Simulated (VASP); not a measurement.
# SiC (P6_3mc) in VASP: notebook

SiC is run at these levels: r2SCAN; tasks: single point.

Everything below comes from runs of VASP 6.6.1. Logs are shortened: lines on timing, memory, paths and dates and some standing lists are left out, and cuts for length are marked.

## (1) The cell of the first run

Symmetry: P6_3mc, No. 186, hexagonal system. Conventional cell: a = 2.983 Å, b = 2.983 Å, c = 4.897 Å, α = 90.00°, β = 90.00°, γ = 120.00°. Within 2.4 Å of Si (site symmetry 3m) lie 4 C at 1.83 to 1.84 Å. C (site symmetry 3m) has 4 Si at 1.83 to 1.84 Å within 2.4 Å.

## (2) Single point, r2SCAN (strain -3.0%)

File POSCAR:

```
SiC
1.0
    2.9830955520      0.0000000000      0.0000000000
   -1.4915477760      2.5834365300      0.0000000000
    0.0000000000      0.0000000000      4.8966648483
Si C
2 2
Direct
    0.3333333333      0.6666666667     -0.0003328325
    0.6666666667      0.3333333333      0.4996671675
    0.3333333333      0.6666666667      0.3753328325
    0.6666666667      0.3333333333      0.8753328325
```

File INCAR.step1:

```
PREC = Accurate
ENCUT = 520
ISMEAR = 0
SIGMA = 0.01
LREAL = F
LASPH = T
NELM = 100
NBANDS = 16
GGA = PE
ALGO = Normal
EDIFF = 1E-4
LWAVE = T
LCHARG = F
```

File INCAR.step2:

```
PREC = Accurate
ENCUT = 520
EDIFF = 1E-6
ISMEAR = 0
SIGMA = 0.01
LREAL = F
LASPH = T
NELM = 100
ALGO = Normal
ISIF = 2
LWAVE = F
LCHARG = F
METAGGA = R2SCAN
LMIXTAU = T
NBANDS = 16
ISTART = 1
```

File KPOINTS:

```
Automatic mesh
0
Gamma
  12 12 6
```

Potentials or basis: VASP PAW PBE potentials, release 64 (Si, C).

Command:

```sh
$ cat potpaw_PBE.64/Si/POTCAR potpaw_PBE.64/C/POTCAR > POTCAR
$ cp INCAR.step1 INCAR
$ mpirun -np 1 vasp_std > vasp.out
$ cp INCAR.step2 INCAR
$ mpirun -np 1 vasp_std > vasp.out
```

OUTCAR:

```text
PREC = Accurate
   ENCUT = 520
   EDIFF = 1E-6
   ISMEAR = 0
   LREAL = F
   LASPH = T
   NELM = 100
   ISIF = 2
   METAGGA = R2SCAN
   ISTART = 1

 ion  position               nearest neighbor table
   1  0.333  0.667  1.000-   4 1.83   4 1.83   4 1.83   3 1.84   2 2.99   2 2.99   2 2.99   2 2.99
                             2 2.99   2 2.99
   2  0.667  0.333  0.500-   3 1.83   3 1.83   3 1.83   4 1.84   1 2.99   1 2.99   1 2.99   1 2.99
                             1 2.99   1 2.99
   3  0.333  0.667  0.375-   2 1.83   2 1.83   2 1.83   1 1.84
   4  0.667  0.333  0.875-   1 1.83   1 1.83   1 1.83   2 1.84

  LATTYP: Found a hexagonal cell.
 ALAT       =     2.9830955520
 C/A-ratio  =     1.6414710032

  Lattice vectors:

 A1 = (   2.9830955520,   0.0000000000,   0.0000000000)
 A2 = (  -1.4915477760,   2.5834365300,   0.0000000000)
 A3 = (   0.0000000000,   0.0000000000,   4.8966648483)

Analysis of symmetry for initial positions (statically):
=====================================================================
 Subroutine PRICEL returns:
 Original cell was already a primitive cell.

 Routine SETGRP: Setting up the symmetry group for a
 hexagonal supercell.

 Subroutine GETGRP returns: Found 12 space group operations
 (whereof  6 operations were pure point group operations)
 out of a pool of 24 trial point group operations.

The static configuration has the point symmetry C_3v.
 The point group associated with its full space group is C_6v.

Analysis of symmetry for dynamics (positions and initial velocities):
=====================================================================
 Subroutine PRICEL returns:
 Original cell was already a primitive cell.

 Routine SETGRP: Setting up the symmetry group for a
 hexagonal supercell.

 Subroutine GETGRP returns: Found 12 space group operations
 (whereof  6 operations were pure point group operations)
 out of a pool of 24 trial point group operations.

The dynamic configuration has the point symmetry C_3v.
 The point group associated with its full space group is C_6v.

 Subroutine INISYM returns: Found 12 space group operations
 (whereof  6 operations are pure point group operations),
 and found     1 'primitive' translations

----------------------------------------------------------------------------------------

                                     Primitive cell

  volume of cell :      37.7368

  direct lattice vectors                    reciprocal lattice vectors
     2.983095552  0.000000000  0.000000000     0.335222249  0.193540656  0.000000000
    -1.491547776  2.583436530  0.000000000     0.000000000  0.387081311  0.000000000
     0.000000000  0.000000000  4.896664848     0.000000000  0.000000000  0.204220634

  length of vectors
     2.983095552  2.983095552  4.896664848     0.387081311  0.387081311  0.204220634

  position of ions in fractional coordinates (direct lattice)
     0.333333333  0.666666667  0.999667168
     0.666666667  0.333333333  0.499667168
     0.333333333  0.666666667  0.375332832
     0.666666667  0.333333333  0.875332832

  ion indices of the primitive-cell ions
   primitive index   ion index
                 1           1
                 2           2
                 3           3
                 4           4

----------------------------------------------------------------------------------------

 KPOINTS: Automatic mesh

Automatic generation of k-mesh.
 Grid dimensions read from file:
 generate k-points for:   12   12    6

 Generating k-lattice:

  Cartesian coordinates                     Fractional coordinates (reciprocal lattice)
     0.027935187  0.016128388  0.000000000     0.083333333  0.000000000  0.000000000
     0.000000000  0.032256776  0.000000000     0.000000000  0.083333333  0.000000000
     0.000000000  0.000000000  0.034036772     0.000000000  0.000000000  0.166666667

  Length of vectors
     0.032256776  0.032256776  0.034036772

  Shift w.r.t. Gamma in fractional coordinates (k-lattice)
     0.000000000  0.000000000  0.000000000

 Subroutine IBZKPT returns following result:
 ===========================================

 Found     76 irreducible k-points:

 Following reciprocal coordinates:
            Coordinates               Weight
  0.000000  0.000000  0.000000      1.000000
  0.083333 -0.000000  0.000000      6.000000
  0.166667  0.000000  0.000000      6.000000
  0.250000  0.000000  0.000000      6.000000
  0.333333  0.000000  0.000000      6.000000
  0.416667 -0.000000  0.000000      6.000000
[... 16 lines left out ...]
  0.250000  0.000000  0.166667     12.000000
  0.333333  0.000000  0.166667     12.000000
 [... further k-points ...]
   k-points           NKPTS =     76   k-points in BZ     NKDIM =     76   number of bands    NBANDS=     16
   number of dos      NEDOS =    301   number of ions     NIONS =      4
   total plane-waves  NPLWV =  20736
   dimension x,y,z NGX =    24 NGY =   24 NGZ =   36
   dimension x,y,z NGXF=    48 NGYF=   48 NGZF=   72
   ions per type =               2   2
   NGX,Y,Z   is equivalent  to a cutoff of  13.38, 13.38, 12.22 a.u.
   NGXF,Y,Z  is equivalent  to a cutoff of  26.75, 26.75, 24.44 a.u.
 SYSTEM =  unknown system
   PREC   = accura    normal or accurate (medium, high low for compatibility)
   ISTART =      1    job   : 0-new  1-cont  2-samecut
   ICHARG =      0    charge: 1-file 2-atom 10-const
   ISPIN  =      1    spin polarized calculation?
   LNONCOLLINEAR =      F non collinear calculations
   LSORBIT =      F    spin-orbit coupling
   LASPH  =      T    aspherical Exc in radial PAW
   ENCUT  =  520.0 eV  38.22 Ry    6.18 a.u.   5.55  5.55  9.10*2*pi/ulx,y,z
   NELM   =    100;   NELMIN=  2; NELMDL=  0     # of ELM steps
   EDIFF  = 0.1E-05   stopping-criterion for ELM
   LREAL  =      F    real-space projection
   EDIFFG = 0.1E-04   stopping-criterion for IOM
   NSW    =      0    number of steps for IOM
   IBRION =     -1    ionic relax: 0-MD 1-quasi-New 2-CG
   NFREE  =      0    steps in history (QN), initial steepest desc. (CG)
   ISIF   =      2    stress and relaxation
   ISYM   =      2    0-nonsym 1-usesym 2-fastsym
   POTIM  = 0.5000    time-step for ionic-motion
   TEBEG  =    0.0;   TEEND  =   0.0 temperature during run
   PSTRESS=    0.0 pullay stress
   NELECT =      16.0000    total number of electrons
   NUPDOWN=      -1.0000    fix difference up-down
   EMIN   =  10.00;   EMAX   =-10.00  energy-range for DOS
   EFERMI =   0.00;   METHOD = LEGACY
   ISMEAR =     0;   SIGMA  =   0.01  broadening in eV -4-tet -1-fermi 0-gaus
   EFERMI_NEDOS =   21; number of points for ismear=-14 and -15
   IALGO  =     38    algorithm
   IMIX   =      4    mixing-type and parameters
     AMIX     =   0.40;   BMIX     =  1.00
     AMIX_MAG =   1.60;   BMIX_MAG =  1.00
  volume/ion in A,a.u.               =       9.43        63.67
  Fermi-wavevector in a.u.,A,eV,Ry     =   1.229871  2.324120 20.579951  1.512584
  Thomas-Fermi vector in A             =   2.364742
   LORBIT       =      0    0 simple, 1 ext, 2 COOP (PROOUT), +10 PAW based schemes
   METAGGA = R2SCAN    functional components
   LHFCALC =     F    Hartree Fock is set to
   AEXX    =    0.0000 exact exchange contribution
   IVDW    =     0    specifies the selected vdW correction
   LEPSILON=     F    determine dielectric tensor
   LRPA    =     F    only Hartree local field effects (RPA)
 non-spin polarized calculation
 Gauss-broadening in eV      SIGMA  =   0.01
  energy-cutoff  :      520.00
  volume of cell :       37.74
 maximum number of plane-waves:      1039
 NGX is ok and might be reduce to    24
   NGX = 11   NGY = 11   NGZ = 19

 number of electron      16.0000001 magnetization

 Free energy of the ion-electron system (eV)
  ---------------------------------------------------
  ext. energy  EPLUGINS =         0.00000000
  ---------------------------------------------------
  free energy    TOTEN  =       -38.38196697 eV

  energy without entropy =      -38.38196697  energy(sigma->0) =      -38.38196697

 E-fermi :   9.3438     XC(G=0): -12.3434

 val. band max:        9.2126733746   @ k =   0.0000   0.0000   0.0000
 cond. band min:      11.7278959753   @ k =   0.3333   0.3333   0.0000
 fundamental gap:      2.5152226007
 Fermi energy:         9.3438452973

 k-point     1 :       0.0000    0.0000    0.0000
  band No.  band energies     occupation
      1      -7.9032      2.00000
      2      -3.9202      2.00000
      3      -0.3250      2.00000
      4       7.7871      2.00000
      5       7.7871      2.00000
      6       9.0906      2.00000
[... 8 lines left out ...]
     15      19.4982      0.00000
     16      21.6510      0.00000

 k-point     2 :       0.0833   -0.0000    0.0000
  band No.  band energies     occupation
      1      -7.7690      2.00000
      2      -3.8075      2.00000
      3      -0.1978      2.00000
      4       7.0651      2.00000
      5       7.5489      2.00000
      6       8.7371      2.00000
[... 8 lines left out ...]
     15      19.8194      0.00000
     16      20.6565      0.00000

 k-point     3 :       0.1667    0.0000    0.0000
  band No.  band energies     occupation
      1      -7.3700      2.00000
      2      -3.4799      2.00000
      3       0.1764      2.00000
      4       5.4515      2.00000
      5       7.0140      2.00000
      6       7.5643      2.00000
[... 8 lines left out ...]
     15      20.1580      0.00000
     16      20.3242      0.00000

 k-point     4 :       0.2500    0.0000    0.0000
  band No.  band energies     occupation
      1      -6.7187      2.00000
      2      -2.9809      2.00000
      3       0.7622      2.00000
      4       3.6450      2.00000
      5       6.0728      2.00000
      6       6.4362      2.00000
[... 8 lines left out ...]
     15      20.7652      0.00000
     16      21.2826      0.00000
[... 324 lines left out ...]
 k-point    22 :       0.1667    0.0000    0.1667
  band No.  band energies     occupation
      1      -7.2207      2.00000
      2      -4.0636      2.00000
      3       0.9766      2.00000
      4       5.5833      2.00000
      5       7.1146      2.00000
      6       7.1567      2.00000
[... 8 lines left out ...]
     15      20.2947      0.00000
     16      20.8231      0.00000

 k-point    23 :       0.2500    0.0000    0.1667
  band No.  band energies     occupation
      1      -6.5719      2.00000
      2      -3.5176      2.00000
      3       1.4297      2.00000
      4       3.8641      2.00000
      5       5.6490      2.00000
      6       6.5450      2.00000
[... 8 lines left out ...]
     15      21.3514      0.00000
     16      21.6284      0.00000

 k-point    24 :       0.3333    0.0000    0.1667
  band No.  band energies     occupation
      1      -5.7036      2.00000
      2      -2.8795      2.00000
      3       1.3380      2.00000
      4       3.0023      2.00000
      5       4.0786      2.00000
      6       6.0729      2.00000
[... 8 lines left out ...]
     15      22.3709      0.00000
     16      22.9543      0.00000

 [... further k-points ...]

------------------------ aborting loop because EDIFF is reached ----------------------------------------

  FORCE on cell =-STRESS in cart. coord.  units (eV):
  Direction    XX          YY          ZZ          XY          YZ          ZX
  --------------------------------------------------------------------------------------
  -------------------------------------------------------------------------------------
  Total        5.8252906      5.8252906      5.6898734      0.0000000      0.0000000      0.0000000
  in kB      247.3220479    247.3220479    241.5726944      0.0000000      0.0000000      0.0000000
  external PRESSURE =     245.4055967 kB  Pullay stress =       0.0000000 kB

 VOLUME and BASIS-vectors are now :
 -----------------------------------------------------------------------------
  energy-cutoff  :      520.00
  volume of cell :       37.74
      direct lattice vectors                 reciprocal lattice vectors
     2.983095552  0.000000000  0.000000000     0.335222249  0.193540656  0.000000000
    -1.491547776  2.583436530  0.000000000     0.000000000  0.387081311  0.000000000
     0.000000000  0.000000000  4.896664848     0.000000000  0.000000000  0.204220634

 POSITION                                       TOTAL-FORCE (eV/Angst)
 -----------------------------------------------------------------------------------
     -0.00000      1.72229      4.89504        -0.000000     -0.000000     -0.000280
      1.49155      0.86115      2.44670        -0.000000      0.000000     -0.000280
     -0.00000      1.72229      1.83788        -0.000000      0.000000      0.000280
      1.49155      0.86115      4.28621         0.000000     -0.000000      0.000280
 -----------------------------------------------------------------------------------
    total drift:                               -0.000000      0.000000      0.001221

  FREE ENERGIE OF THE ION-ELECTRON SYSTEM (eV)
  ---------------------------------------------------
  free  energy   TOTEN  =       -38.3819669741 eV

  energy  without entropy=      -38.3819669741  energy(sigma->0) =      -38.38196697
```

Run time: 2.3 min. Hardware: 1 thread of Intel Xeon 8259CL, shared host; peak memory 0.18 GiB.

What came out:

| Quantity | Value |
| --- | --- |
| Free energy | -38.3820 eV |
| Pressure | 24.5 GPa |
| Band gap on the k mesh | 2.52 eV (least direct gap 4.70 eV) |

Caveat: the cell differs from its parent crystal (strain -3.0%); the cell stands under pressure; the PAW data sets were made with another functional, which shifts forces and pressure a little. A k mesh can miss the band edges.

(Part 1 of 2 ends here.)
